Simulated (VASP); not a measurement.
Set up this calculation in VASP 6.6.1, as the native input.

| Item | Value |
| --- | --- |
| Task | single point |
| Functional | r2SCAN |
| Potentials or basis | VASP PAW PBE potentials, release 64 (C) |
| Cutoff | 520 eV |
| k mesh | 9 × 9 × 3 |
| Occupations | fermi-dirac, width 0.15 eV |
| Spin | no spin polarisation |
| Dipole correction | no |
| Further INCAR settings | ALGO = Normal; EDIFF = 1e-06; NBANDS = 11 |

The system is C, a slab with vacuum.

```xyz
2
Lattice="2.4160 -0.0597 0.0125 -1.2597 2.1572 -0.0295 0.0433 -0.0931 8.3542" Properties=species:S:1:pos:R:3 pbc="T T T"
C    -0.0281    1.3833    0.0028
C     1.2188    0.5599    8.3338
```

The input as run:

POSCAR

```
C
1.0
    2.4160200000     -0.0597500000      0.0124700000
   -1.2597500000      2.1572100000     -0.0294700000
    0.0432700000     -0.0931300000      8.3542200000
C
2
Direct
    0.3274789416      0.6504229418      0.0021354790
    0.6538000000      0.3207100000      0.9977100000
```

INCAR.step1

```
SYSTEM = C
  PREC = Accurate
  ENCUT = 520
  ISMEAR = -1
  SIGMA = 0.15
  LREAL = .FALSE.
  LASPH = .TRUE.
  NELM = 60
  NBANDS = 11
  GGA = PE
  ALGO = Normal
  EDIFF = 1E-4
  LWAVE = .TRUE.
  LCHARG = .FALSE.
```

INCAR.step2

```
SYSTEM = C
  PREC = Accurate
  ENCUT = 520
  EDIFF = 1E-6
  ISMEAR = -1
  SIGMA = 0.15
  LREAL = .FALSE.
  LASPH = .TRUE.
  NELM = 60
  ALGO = Normal
  ISIF = 2
  LWAVE = .FALSE.
  LCHARG = .FALSE.
  METAGGA = R2SCAN
  LMIXTAU = .TRUE.
  NBANDS = 11
  ISTART = 1
```

KPOINTS

```
regular mesh
0
G
  9 9 3
  0 0 0
```

Potentials or basis: VASP PAW PBE potentials, release 64 (C).

Run with:

```console
$ cat potpaw_PBE.64/C/POTCAR > POTCAR
$ cp INCAR.step1 INCAR
$ mpirun -np 1 vasp_std > vasp.out
$ cp INCAR.step2 INCAR
$ mpirun -np 1 vasp_std > vasp.out
```

Results of the run:

The largest force is 1.156 eV/Å and the band gap on the k mesh is 0.54 eV, direct.

Caveat: the PAW data sets were made with another functional, which shifts forces and pressure a little.

Wall time 3.9 min on 1 thread of Intel(R) Xeon(R) 6975P-C (Granite Rapids) (shared host), peak memory 0.18 GiB.
